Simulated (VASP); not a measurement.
Hg2Se:

```
Hg Se
1.0
     0.00000    3.57321    3.73862
     2.99240    0.00000    3.73862
     2.99240    3.57321    0.00000
Hg Se
2 1
Direct
  0.84827 0.15173 0.84827
  0.15173 0.84827 0.15173
  0.50000 0.50000 0.50000
```

- Program: VASP 6.6.1
- Task: relaxation of cell and atoms
- Functional: PBE
- Potentials or basis: VASP PAW PBE potentials, release 64 (Hg, Se)
- Cutoff: 600 eV
- k mesh: 4 × 4 × 4
- Occupations: gaussian, width 0.1 eV
- Spin: no spin polarisation

At the start: pressure 25.0 GPa; volume 26.65 Å³/atom.

Question: Where does the relaxation end?

Answer: Over 23 steps the energy falls by 826.3 meV/atom and the volume is 28.96 Å³/atom (+8.7 %); space group Fmmm (No. 69, to 0.05 Å).

Step by step:
```tsv
step	energy change (eV)	largest force (eV/Å)	pressure (GPa)	volume (Å³)
1	0.0000	11.0334	25.01	79.95
2	-1.1044	0.5767	-3.55	130.89
3	-1.2513	0.5169	-3.58	126.27
4	-1.3853	0.4354	-3.51	122.14
5	-2.0272	0.7310	-1.31	100.55
6	-2.2335	1.6786	2.61	90.13
7	-2.2267	1.6148	1.74	91.50
8	-2.2322	1.6570	2.24	90.70
9	-2.3595	0.5599	-2.01	96.11
10	-2.3670	0.7299	-1.33	94.95
11	-2.4389	0.4994	-0.88	93.09
12	-2.4695	0.0442	0.14	90.95
13	-2.4701	0.0691	-0.07	91.29
14	-2.4702	0.0438	-0.01	91.21
15	-2.4722	0.0264	-0.24	91.01
16	-2.4725	0.0581	-0.32	90.92
17	-2.4745	0.0606	-0.18	89.96
18	-2.4757	0.0631	-0.05	89.09
19	-2.4764	0.0687	0.24	87.37
20	-2.4774	0.0346	0.14	86.93
21	-2.4775	0.0175	0.08	86.69
22	-2.4783	0.0110	0.02	86.77
23	-2.4790	0.0022	0.07	86.88
```

Final structure:
```
CELL_PARAMETERS angstrom
0.00000 4.05720 3.52845
3.03439 0.00000 3.52845
3.03439 4.05720 0.00000
ATOMIC_POSITIONS crystal
Hg 0.83189 0.16811 0.83189
Hg 0.16811 0.83189 0.16811
Se 0.50000 0.50000 0.50000
```

Caveat: the k points lie up to 0.39 Å⁻¹ apart in the final cell.
